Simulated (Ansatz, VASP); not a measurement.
**F: VASP beside Ansatz**

The input INCAR:

```
PREC = Accurate ; ENCUT = 1350
EDIFF = 1E-6 ; ISMEAR = 0
SIGMA = 0.05 ; LREAL = False
LASPH = True ; NELM = 120
ALGO = Normal ; ISIF = 2
LWAVE = False ; LCHARG = False
GGA = PS ; NBANDS = 22
GGA_COMPAT = False
```

KPOINTS

```
regular mesh
0
Gamma
  4 4 2
```

The input POSCAR:

```
F
1.0
    3.0589019356     -1.8154231508     -0.2359289060
    3.0589019356      1.8154231508     -0.2359289060
   -2.2828896347      0.0000000000      7.2631592929
F
4
Direct
    0.0848459664      0.0848459664      0.0940038325
    0.9151540336      0.9151540336      0.9059961675
    0.5015719855      0.5015719855      0.5937195244
    0.4984280145      0.4984280145      0.4062804756
```

Input for Ansatz:

```yaml
crystal:
  lattice:
    - [3.0589019356, -1.8154231508, -0.235928906]
    - [3.0589019356, 1.8154231508, -0.235928906]
    - [-2.2828896347, 0.0, 7.2631592929]
  atoms:
    - { symbol: F, position: [0.0848459664, 0.0848459664, 0.0940038325] }
    - { symbol: F, position: [0.9151540336, 0.9151540336, 0.9059961675] }
    - { symbol: F, position: [0.5015719855, 0.5015719855, 0.5937195244] }
    - { symbol: F, position: [0.4984280145, 0.4984280145, 0.4062804756] }
basis:
  ecutwfc: 520.0
kpoints:
  mp_grid: { grid: [4, 4, 2] }
hamiltonian:
  xc: pbesol
scf:
  occupations: { method: gaussian, width: 0.05 }
output:
  forces: true
  stress: true
  eigenvalues: true
```

Change from the starting cell: volume 19.678 Å^3 an atom, stretch along a over the lengths across it, relative to the relaxed cell 0.9684.

Alike in both runs: task single point; functional PBEsol; k mesh 4 × 4 × 2; occupations gaussian, width 0.05 eV; no spin polarisation.

```csv
,VASP,Ansatz
version,VASP 6.6.1,Ansatz 0.2.0
potentials or method,"VASP PAW PBE potentials, release 64 (F_h), cutoff 1350 eV","scalar-relativistic, plane waves, PAW"
valence electrons in the cell,28,28
```

|  | VASP | Ansatz | Ansatz less VASP |
| --- | --- | --- | --- |
| gap on the k mesh at the Fermi level (eV) | 2.86 | 2.86 | +0.003 |
| least direct gap on the mesh (eV) | 2.93 | 2.93 | +0.003 |
| pressure (GPa) | -1.8 | -1.4 | +0.41 |
| traceless stress, the component that is largest in VASP (GPa) | -2.14 | -2.26 | -0.122 |
| rms of the force components (eV/Å) | 0.395 | 0.407 | +0.0122 |

VASP's potentials were made for PBE, not for PBEsol. Atom by atom the forces differ by 0.012 eV/Å (rms over components).

The k mesh is coarse, so the values compare programs but aren't converged.
